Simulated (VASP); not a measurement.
HgTe (Coloradoite): vibrations by perturbation theory with LDA

Crystal: HgTe (Coloradoite).

```
CELL_PARAMETERS angstrom
0.00000 3.21450 3.21450
3.21450 0.00000 3.21450
3.21450 3.21450 0.00000
ATOMIC_POSITIONS crystal
Hg 0.00000 0.00000 0.00000
Te 0.75000 0.75000 0.75000
```

```
Program                : VASP 6.6.1
Task                   : vibrations by perturbation theory
Functional             : LDA
Potentials or basis    : VASP PAW LDA potentials, release 64 (Hg, Te)
Cutoff                 : 520 eV
k mesh                 : 5 × 5 × 5
Occupations            : fermi-dirac, width 0.05 eV
Spin                   : no spin polarisation
Dipole correction      : no
Further INCAR settings : ALGO = Normal; EDIFF = 1e-08; NBANDS = 16; IBRION = 8; NSW = 1
```

- Highest phonon frequency at Γ, LO-TO splitting left out: 119 cm⁻¹

Phonon frequencies in cm⁻¹ (negative: imaginary):
```csv
q point,frequencies
"(0.000, 0.000, 0.000)",0 0 0 119 119 119
```

Wall time 68 s on 1 thread of Intel(R) Xeon(R) Platinum 8375C CPU @ 2.90GHz (Ice Lake), on a shared host, peak memory 0.25 GiB.
